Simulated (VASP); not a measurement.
# Ti (P6_3/mmc) in VASP: notebook, part 2 of 2

VASP 6.6.1.

**3. Single point, PBE (strain +0.0300 x Voigt [0, 0, 1, 0, 0, 0])**

INCAR reads:

```
SYSTEM = Ti
ALGO = Fast ; EDIFF = 1E-7
ENCUT = 520 ; GGA = PE
ISIF = 2 ; ISMEAR = 0
LASPH = .TRUE. ; LCHARG = .FALSE.
LREAL = .FALSE. ; LWAVE = .FALSE.
NBANDS = 19 ; NELM = 60
PREC = Accurate ; SIGMA = 0.15
```

KPOINTS reads:

```
k-points
0
G
  18 18 10
  0 0 0
```

POSCAR reads:

```
Ti
1.0
    2.9499978604      0.0000000000      0.0000000000
   -1.4749989302      2.5547730882      0.0000000000
    0.0000000000      0.0000000000      4.8265800000
Ti
2
Direct
    0.3333333333      0.6666666667      0.2500000000
    0.6666666667      0.3333333333      0.7500000000
```

Potentials or basis: VASP PAW PBE potentials, release 64 (Ti_sv).

Run with:

```console
$ cat potpaw_PBE.64/Ti_sv/POTCAR > POTCAR
$ mpirun -np 1 vasp_std > vasp.out
```

Run time: 11 min. Hardware: 1 thread of Intel Xeon Platinum 8488C (Sapphire Rapids), shared host; peak memory 0.24 GiB.

Results (log left out):

| Property | Result |
| --- | --- |
| Free energy | -15.6492 eV |
| Pressure | -4.9 GPa |
| Band gap on the k mesh | zero (band 12 reaches 8.52 eV, above the bottom of band 13 at 7.52 eV) |

Stress tensor (GPa, compression positive):
```
-3.76  0.00  0.00
 0.00 -3.76  0.00
 0.00  0.00 -7.19
```

Levels at points of the mesh, in eV from the Fermi level:
| k point | band 10 | band 11 | band 12 | band 13 | band 14 | band 15 |
| --- | --- | --- | --- | --- | --- | --- |
| (0.00, 0.00, 0.00) | -2.60 | 0.39 | 0.67 | 0.79 | 0.79 | 1.21 |
| (0.50, 0.00, 0.00) | -2.01 | -1.75 | -0.54 | 0.49 | 0.63 | 1.00 |
| (0.00, 0.00, 0.50) | -4.36 | -0.03 | -0.03 | 0.75 | 0.75 | 0.75 |
| (0.50, 0.00, 0.50) | -2.41 | -0.81 | -0.81 | 1.25 | 1.25 | 1.74 |

Caveat: the cell differs from its parent crystal (strain +0.0300 x Voigt [0, 0, 1, 0, 0, 0]).

**4. Single point, PBE (strain +0.0400 x Voigt [0, 0, 1, 0, 0, 0])**

INCAR reads:

```
SYSTEM = Ti
PREC = Accurate
ENCUT = 520
EDIFF = 1E-6
ISMEAR = 0
SIGMA = 0.15
LREAL = .FALSE.
LASPH = .TRUE.
NELM = 60
ALGO = Fast
ISIF = 2
LWAVE = .FALSE.
LCHARG = .FALSE.
GGA = PE
NBANDS = 19
```

KPOINTS reads:

```
Automatic mesh
0
G
  18 18 10
  0 0 0
```

Edit POSCAR of step 3 so:

```diff
@@ -4,3 +4,3 @@
    -1.4749989302      2.5547730882      0.0000000000
-    0.0000000000      0.0000000000      4.8265800000
+    0.0000000000      0.0000000000      4.8734400000
 Ti
```

Potentials or basis: VASP PAW PBE potentials, release 64 (Ti_sv).

Run with:

```console
$ cat potpaw_PBE.64/Ti_sv/POTCAR > POTCAR
$ mpirun -np 1 vasp_std > vasp.out
```

OUTCAR:

```text
SYSTEM = Ti
   PREC = Accurate
   ENCUT = 520
   EDIFF = 1E-6
   ISMEAR = 0
   LREAL = .FALSE.
   LASPH = .TRUE.
   NELM = 60
   ISIF = 2
   GGA = PE

 ion  position               nearest neighbor table
   1  0.333  0.667  0.250-
   2  0.667  0.333  0.750-

  LATTYP: Found a hexagonal cell.
 ALAT       =     2.9499978604
 C/A-ratio  =     1.6520147575

  Lattice vectors:

 A1 = (   2.9499978604,   0.0000000000,   0.0000000000)
 A2 = (  -1.4749989302,   2.5547730882,   0.0000000000)
[... 191 lines left out ...]
      3     -25.6862      2.00000
      4     -25.1487      2.00000
      5     -25.1467      2.00000
      6     -25.1467      2.00000
[... 505 lines left out ...]
      6     -25.2974      2.00000
[... 11 lines left out ...]
     18      10.9383      0.00000
     19      11.7794      0.00000

 [... further k-points ...]
[... 5 lines left out ...]
  --------------------------------------------------------------------------------------
  -------------------------------------------------------------------------------------
  Total       -1.0169081     -1.0169081     -2.0034601      0.0000000     -0.0000000      0.0000000
  in kB      -44.3590917    -44.3590917    -87.3940002      0.0000000     -0.0000000      0.0000000
  external PRESSURE =     -58.7040612 kB  Pullay stress =       0.0000000 kB

 VOLUME and BASIS-vectors are now :
 -----------------------------------------------------------------------------
  energy-cutoff  :      520.00
  volume of cell :       36.73
      direct lattice vectors                 reciprocal lattice vectors
     2.949997860  0.000000000  0.000000000     0.338983297  0.195712098  0.000000000
    -1.474998930  2.554773088  0.000000000     0.000000000  0.391424195  0.000000000
     0.000000000  0.000000000  4.873440000     0.000000000  0.000000000  0.205193867

 POSITION                                       TOTAL-FORCE (eV/Angst)
 -----------------------------------------------------------------------------------
     -0.00000      1.70318      1.21836         0.000000     -0.000000      0.000000
      1.47500      0.85159      3.65508        -0.000000      0.000000      0.000000
 -----------------------------------------------------------------------------------
    total drift:                               -0.000000      0.000000     -0.000000

  FREE ENERGIE OF THE ION-ELECTRON SYSTEM (eV)
  ---------------------------------------------------
  free  energy   TOTEN  =       -15.6321100041 eV

  energy  without entropy=      -15.6066370971  energy(sigma->0) =      -15.61937355
```

Run time: 8.3 min. Hardware: 1 thread of Intel Xeon Platinum 8488C (Sapphire Rapids), shared host; peak memory 0.24 GiB.

Results:

| Item | Value |
| --- | --- |
| Free energy | -15.6321 eV |
| Pressure | -5.9 GPa |
| Band gap on the k mesh | zero (band 12 reaches 8.35 eV, above the bottom of band 13 at 7.42 eV) |

Stress tensor (GPa, compression positive):
```
-4.44  0.00  0.00
 0.00 -4.44  0.00
 0.00  0.00 -8.74
```

Caveat: the cell differs from its parent crystal (strain +0.0400 x Voigt [0, 0, 1, 0, 0, 0]).

**5. Single point, PBE (strain +0.0350 x Voigt [0, 0, 1, 0, 0, 0])**

INCAR reads:

```
SYSTEM = Ti
ALGO     = Fast           ! electronic algorithm
EDIFF    = 1E-6           ! SCF threshold, eV
ENCUT    = 520            ! plane-wave cutoff, eV
GGA      = PE             ! functional
ISIF     = 2              ! what is computed and relaxed
ISMEAR   = 0              ! smearing method
LASPH    = .True.         ! aspherical terms in the spheres
LCHARG   = .False.        ! write CHGCAR
LREAL    = .False.        ! projectors in reciprocal space
LWAVE    = .False.        ! write WAVECAR
NBANDS   = 19             ! bands
NELM     = 80             ! most SCF steps
PREC     = Accurate       ! precision mode
SIGMA    = 0.15           ! smearing width, eV
```

KPOINTS reads:

```
k-points
0
Gamma
  18 18 10
  0 0 0
```

Edit POSCAR of step 4 so:

```diff
@@ -4,3 +4,3 @@
    -1.4749989302      2.5547730882      0.0000000000
-    0.0000000000      0.0000000000      4.8734400000
+    0.0000000000      0.0000000000      4.8500100000
 Ti
```

Potentials or basis: VASP PAW PBE potentials, release 64 (Ti_sv).

Run with:

```console
$ cat potpaw_PBE.64/Ti_sv/POTCAR > POTCAR
$ mpirun -np 1 vasp_std > vasp.out
```

OUTCAR:

```text
SYSTEM = Ti
   EDIFF = 1E-6
   ENCUT = 520
   GGA = PE
   ISIF = 2
   ISMEAR = 0
   LASPH = .True.
   LREAL = .False.
   NELM = 80
   PREC = Accurate

 ion  position               nearest neighbor table
   1  0.333  0.667  0.250-
   2  0.667  0.333  0.750-

  LATTYP: Found a hexagonal cell.
 ALAT       =     2.9499978604
 C/A-ratio  =     1.6440723789

  Lattice vectors:

 A1 = (   2.9499978604,   0.0000000000,   0.0000000000)
 A2 = (  -1.4749989302,   2.5547730882,   0.0000000000)
[... 191 lines left out ...]
      3     -25.6380      2.00000
      4     -25.0904      2.00000
      5     -25.0904      2.00000
      6     -25.0856      2.00000
[... 505 lines left out ...]
      6     -25.2419      2.00000
[... 11 lines left out ...]
     18      10.9984      0.00000
     19      11.8417      0.00000

 [... further k-points ...]
[... 5 lines left out ...]
  --------------------------------------------------------------------------------------
  -------------------------------------------------------------------------------------
  Total       -0.9478475     -0.9478475     -1.8295565      0.0000000     -0.0000000     -0.0000000
  in kB      -41.5463027    -41.5463027    -80.1936041      0.0000000     -0.0000000     -0.0000000
  external PRESSURE =     -54.4287365 kB  Pullay stress =       0.0000000 kB

 VOLUME and BASIS-vectors are now :
 -----------------------------------------------------------------------------
  energy-cutoff  :      520.00
  volume of cell :       36.55
      direct lattice vectors                 reciprocal lattice vectors
     2.949997860  0.000000000  0.000000000     0.338983297  0.195712098  0.000000000
    -1.474998930  2.554773088  0.000000000     0.000000000  0.391424195  0.000000000
     0.000000000  0.000000000  4.850010000     0.000000000  0.000000000  0.206185142

 POSITION                                       TOTAL-FORCE (eV/Angst)
 -----------------------------------------------------------------------------------
     -0.00000      1.70318      1.21250        -0.000000      0.000000      0.000000
      1.47500      0.85159      3.63751         0.000000      0.000000      0.000000
 -----------------------------------------------------------------------------------
    total drift:                               -0.000000      0.000000     -0.000000

  FREE ENERGIE OF THE ION-ELECTRON SYSTEM (eV)
  ---------------------------------------------------
  free  energy   TOTEN  =       -15.6410384569 eV

  energy  without entropy=      -15.6157703688  energy(sigma->0) =      -15.62840441
```

stdout:

```text
POSCAR found type information on POSCAR Ti
 POSCAR found :  1 types and       2 ions
 scaLAPACK will be used
 LDA part: xc-table for (Slater+PW92), standard interpolation
 POSCAR, INCAR and KPOINTS ok, starting setup
 FFT: planning ... GRIDC
 FFT: planning ... GRID_SOFT
 FFT: planning ... GRID
 WAVECAR not read
 entering main loop
WARNING in EDDRMM: call to ZHEGV failed, returncode =   8  4      3
WARNING in EDDRMM: call to ZHEGV failed, returncode =   8  4     14
WARNING in EDDRMM: call to ZHEGV failed, returncode =   6  3      4
WARNING in EDDRMM: call to ZHEGV failed, returncode =   6  3      9
WARNING in EDDRMM: call to ZHEGV failed, returncode =   6  3      9
```

Wall time 8.4 min (1 thread of Intel Xeon Platinum 8488C (Sapphire Rapids), shared host); peak memory 0.24 GiB.

Results:

* Free energy: -15.6410 eV
* Pressure: -5.4 GPa
* Band gap on the k mesh: zero (band 12 reaches 8.43 eV, above the bottom of band 13 at 7.47 eV)

Caveat: the cell differs from its parent crystal (strain +0.0350 x Voigt [0, 0, 1, 0, 0, 0]).

**6. Overview**

```tsv
cell	further INCAR settings	gap on the mesh (eV)	pressure (GPa)
a = 2.950, b = 2.950, c = 4.780 Å, angles 90.0, 90.0, 120.0°, 2 atoms	ALGO = Fast; EDIFF = 1e-06; NBANDS = 19	none	-4.1
a = 2.950, b = 2.950, c = 4.827 Å, angles 90.0, 90.0, 120.0°, 2 atoms	ALGO = Fast; EDIFF = 1e-07; NBANDS = 19	none	-4.9
a = 2.950, b = 2.950, c = 4.873 Å, angles 90.0, 90.0, 120.0°, 2 atoms	ALGO = Fast; EDIFF = 1e-06; NBANDS = 19	none	-5.9
a = 2.950, b = 2.950, c = 4.850 Å, angles 90.0, 90.0, 120.0°, 2 atoms	ALGO = Fast; EDIFF = 1e-06; NBANDS = 19	none	-5.4
```

Alike in all rows: task single point; level PBE; potentials or basis VASP PAW PBE potentials, release 64 (Ti_sv); no spin polarisation; k mesh 18 × 18 × 10; cutoff (eV) 520; smearing gaussian 0.15 eV.

Total energies depend on the potentials used, so only differences within one code and one set of settings carry meaning.
